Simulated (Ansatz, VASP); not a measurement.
**Sc in VASP and in Ansatz**

Contents of INCAR:

```
PREC     = Accurate       # precision mode
ENCUT    = 520            # plane-wave cutoff, eV
EDIFF    = 1E-8           # SCF threshold, eV
ISMEAR   = -1             # smearing method
SIGMA    = 0.03           # smearing width, eV
LREAL    = False          # projectors in reciprocal space
LASPH    = True           # aspherical terms in the spheres
NELM     = 80             # most SCF steps
ALGO     = Normal         # electronic algorithm
ISIF     = 2              # what is computed and relaxed
LWAVE    = False          # write WAVECAR
LCHARG   = False          # write CHGCAR
GGA      = PE             # functional
LEFG     = True         
NBANDS   = 12             # bands
```

The input KPOINTS:

```
Automatic mesh
0
Gamma
  13 13 13
```

Contents of POSCAR:

```
Sc
1.0
    0.0000000000      2.3550181912      2.3550181912
    2.3550181912      0.0000000000      2.3550181912
    2.3550181912      2.3550181912      0.0000000000
Sc
1
Direct
    0.0000000000      0.0000000000      0.0000000000
```

Input for Ansatz:

```yaml
crystal:
  lattice:
    - [0.0, 2.3550181912, 2.3550181912]
    - [2.3550181912, 0.0, 2.3550181912]
    - [2.3550181912, 2.3550181912, 0.0]
  atoms:
    - { symbol: Sc, position: [0.0, 0.0, 0.0] }
kpoints:
  mp_grid: { grid: [13, 13, 13] }
scf:
  occupations: { method: fermi_dirac, width: 0.03 }
hamiltonian:
  xc: pbe
  pseudopotentials: { kind: paw }
output:
  forces: true
  stress: true
  eigenvalues: true
  efg: { contact_densities: true }
```

Change from the starting cell: volume scaled by 1.06, PAW files.

Alike in both runs: task electric field gradients; functional PBE; k mesh 13 × 13 × 13; occupations fermi-dirac, width 0.03 eV; no spin polarisation.

```csv
,VASP,Ansatz
version,VASP 6.6.1,Ansatz 0.2.0
potentials or method,"VASP PAW PBE potentials, release 64 (Sc_sv)","PAW with Ansatz's default frozen-core files, scalar-relativistic"
plane-wave cutoff (eV),520,420
valence electrons in the cell,11,11
```

|  | VASP | Ansatz | Ansatz less VASP |
| --- | --- | --- | --- |
| pressure (GPa) | -2.7 | -2.7 | -0.02 |

With one functional, cell and mesh, what is left measures potentials, basis and numerics.
